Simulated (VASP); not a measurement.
Write the native input for VASP 6.6.1 that does the following.

```yaml
Task: single point
Functional: r2SCAN
Potentials_or_basis: VASP PAW PBE potentials, release 64 (Al)
Cutoff: 520 eV
k_mesh: 24 × 24 × 24
Occupations: gaussian, width 0.15 eV
Spin: no spin polarisation
Dipole_correction: no
Further_INCAR_settings: ALGO = Normal; EDIFF = 1e-06; NBANDS = 8
```

The system is Al.

```
Al
1.0
    -1.54146    1.54146    1.69561
     1.54146   -1.54146    1.69561
     1.54146    1.54146   -1.69561
Al
1
Direct
  0.00000 0.00000 0.00000
```

This cell differs from its parent crystal: ratio of the length along z to the lengths across it x 1.1, volume and fractional coordinates fixed.

One way to write it, as run:

POSCAR

```
Al
1.0
   -1.5414601775      1.5414601775      1.6956061952
    1.5414601775     -1.5414601775      1.6956061952
    1.5414601775      1.5414601775     -1.6956061952
Al
1
Direct
    0.0000000000      0.0000000000      0.0000000000
```

INCAR.step1

```
PREC = Accurate
ENCUT = 520
ISMEAR = 0
SIGMA = 0.15
LREAL = False
LASPH = True
NELM = 100
NBANDS = 8
GGA = PE
ALGO = Normal
EDIFF = 1E-4
LWAVE = True
LCHARG = False
```

INCAR.step2

```
PREC = Accurate
ENCUT = 520
EDIFF = 1E-6
ISMEAR = 0
SIGMA = 0.15
LREAL = False
LASPH = True
NELM = 100
ALGO = Normal
ISIF = 2
LWAVE = False
LCHARG = False
METAGGA = R2SCAN
LMIXTAU = True
NBANDS = 8
ISTART = 1
```

KPOINTS

```
regular mesh
0
Gamma
  24 24 24
```

Potentials or basis: VASP PAW PBE potentials, release 64 (Al).

Launch:

```console
$ cat potpaw_PBE.64/Al/POTCAR > POTCAR
$ cp INCAR.step1 INCAR
$ mpirun -np 1 vasp_std > vasp.out
$ cp INCAR.step2 INCAR
$ mpirun -np 1 vasp_std > vasp.out
```

Results of the run:

```yaml
Pressure: 0.0 GPa
Band_gap_on_the_k_mesh: zero (an odd number of electrons rules out a gap without spin polarisation)
```

Caveat: the PAW data sets were made with another functional, which shifts forces and pressure a little.

Run time: 2.3 min on 1 thread of Intel(R) Xeon(R) 6975P-C (Granite Rapids), on a shared host, peak memory 0.22 GiB.
